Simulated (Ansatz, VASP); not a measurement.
# Two plane-wave programs on Mg2Sn

Contents of INCAR:

```
PREC = Accurate
ENCUT = 600
EDIFF = 1E-6
ISMEAR = -1
SIGMA = 0.02
LREAL = F
LASPH = T
NELM = 120
ALGO = Normal
ISIF = 2
LWAVE = F
LCHARG = F
GGA = PS
NBANDS = 16
GGA_COMPAT = F
```

File KPOINTS:

```
regular mesh
0
Gamma
  5 5 5
```

POSCAR

```
Mg2Sn
1.0
    0.0000000000      3.3799352825      3.3799352825
    3.3799352825      0.0000000000      3.3799352825
    3.3799352825      3.3799352825      0.0000000000
Sn Mg
1 2
Direct
    0.0000000000      0.0000000000      0.0000000000
    0.2500000000      0.2500000000      0.2500000000
    0.7500000000      0.7500000000      0.7500000000
```

Input for Ansatz:

```yaml
crystal:
  lattice:
    - [0.0, 3.3799352825, 3.3799352825]
    - [3.3799352825, 0.0, 3.3799352825]
    - [3.3799352825, 3.3799352825, 0.0]
  atoms:
    - { symbol: Sn, position: [0.0, 0.0, 0.0] }
    - { symbol: Mg, position: [0.25, 0.25, 0.25] }
    - { symbol: Mg, position: [0.75, 0.75, 0.75] }
kpoints:
  mp_grid: { grid: [5, 5, 5] }
hamiltonian:
  xc: pbesol
scf:
  occupations: { method: fermi_dirac, width: 0.02 }
  n_extra_bands: 4
output:
  forces: true
  stress: true
  eigenvalues: true
```

Alike in both runs: task single point; functional PBEsol; k mesh 5 × 5 × 5; occupations fermi-dirac, width 0.02 eV; no spin polarisation.

|  | VASP | Ansatz |
| --- | --- | --- |
| version | VASP 6.6.1 | Ansatz 0.2.0 |
| potentials or method | VASP PAW PBE potentials, release 64 (Sn_d, Mg) | plane waves |
| plane-wave cutoff (eV) | 600 | 420 |
| valence electrons in the cell | 18 | 34 |

|  | VASP | Ansatz | Ansatz less VASP |
| --- | --- | --- | --- |
| pressure (GPa) | -0.3 | -0.3 | +0.03 |

VASP's potentials were made for PBE, not for PBEsol. With one functional, cell and mesh, what is left measures potentials, basis and numerics. VASP's potentials hold 18 valence electrons a cell and Ansatz's 34, so a difference there can come from the potentials and not from the codes.
